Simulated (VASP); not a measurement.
Runs of VASP 6.6.1 on Os. The structure is that of space group P6_3/mmc (No. 194), or close to it. The cells are those of the table. 

```csv
task,cell,cutoff (eV),gap on the mesh (eV),pressure (GPa)
single point,"a = 2.724, b = 2.724, c = 4.282 Å, angles 90.0, 90.0, 120.0°, 2 atoms",520,none,5.1
relaxation of cell and atoms,"relaxed from a = 2.700, b = 2.700, c = 4.409 Å, angles 90.0, 90.0, 120.0°, 2 atoms",600,none,0.0
single point,"a = 2.733, b = 2.733, c = 4.297 Å, angles 90.0, 90.0, 120.0°, 2 atoms",520,none,(a)
single point,"a = 2.742, b = 2.742, c = 4.311 Å, angles 90.0, 90.0, 120.0°, 2 atoms",520,none,-3.9
```

Alike in all rows: level PBEsol; potentials or basis VASP PAW PBE potentials, release 64 (Os); no spin polarisation; k mesh 10 × 10 × 6; smearing gaussian 0.05 eV.

Task: Fill in the values left out.

Result: (a) 0.5.

Caveats: the PAW data sets were made with another functional, which shifts forces and pressure a little; spin-orbit coupling is left out, which moves the levels of the heavy elements; the cell stands under pressure (at least some runs); the cell stands under tension (at least some runs).

A k mesh can miss the band edges, and the runs leave out spin-orbit coupling on Os.

A gap of «none» marks levels without a gap at the run's occupations.
